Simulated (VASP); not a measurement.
Write the native input for VASP 6.6.1 that does the following.

| Property | Result |
| --- | --- |
| Task | single point |
| Functional | PBE |
| Potentials or basis | VASP PAW PBE potentials, release 64 (Al, B, N) |
| Cutoff | 520 eV |
| k mesh | 12 × 12 × 2 |
| Occupations | gaussian, width 0.02 eV |
| Spin | no spin polarisation |
| Dipole correction | no |
| Further INCAR settings | ALGO = Normal; EDIFF = 1e-06; NBANDS = 36 |

The structure of Al2BN3 lies in POSCAR:

```
Al2BN3
1.0
    3.1182259571      0.0000000000      0.0000000000
   -1.5591129785      2.7004628936      0.0000000000
    0.0000000000      0.0000000000     12.8666785441
Al B N
4 2 6
Direct
    0.3333333333      0.6666666667      0.0911856883
    0.3333333333      0.6666666667      0.4088143117
    0.6666666667      0.3333333333      0.5911856883
    0.6666666667      0.3333333333      0.9088143117
    0.3333333333      0.6666666667      0.7500000000
    0.6666666667      0.3333333333      0.2500000000
    0.3333333333      0.6666666667      0.2500000000
    0.3333333333      0.6666666667      0.5891357312
    0.3333333333      0.6666666667      0.9108642688
    0.6666666667      0.3333333333      0.0891357312
    0.6666666667      0.3333333333      0.4108642688
    0.6666666667      0.3333333333      0.7500000000
```

The input as run:

INCAR

```
PREC     = Accurate       # precision mode
ENCUT    = 520            # plane-wave cutoff, eV
EDIFF    = 1E-6           # SCF threshold, eV
ISMEAR   = 0              # smearing method
SIGMA    = 0.02           # smearing width, eV
LREAL    = F              # projectors in reciprocal space
LASPH    = T              # aspherical terms in the spheres
NELM     = 60             # most SCF steps
ALGO     = Normal         # electronic algorithm
ISIF     = 2              # what is computed and relaxed
LWAVE    = F              # write WAVECAR
LCHARG   = F              # write CHGCAR
GGA      = PE             # functional
NBANDS   = 36             # bands
```

KPOINTS

```
regular mesh
0
Gamma
  12 12 2
```

Potentials or basis: VASP PAW PBE potentials, release 64 (Al, B, N).

Command:

```console
$ cat potpaw_PBE.64/Al/POTCAR potpaw_PBE.64/B/POTCAR potpaw_PBE.64/N/POTCAR > POTCAR
$ mpirun -np 1 vasp_std > vasp.out
```

It gave:

| Item | Value |
| --- | --- |
| Pressure | -0.2 GPa |
| Largest force | 0.006 eV/Å |
| Band gap on the k mesh | 1.83 eV |

It took 79 s on 1 thread of AMD EPYC 9R45 96-Core Processor (Zen 5) (shared host), peak memory 0.25 GiB.
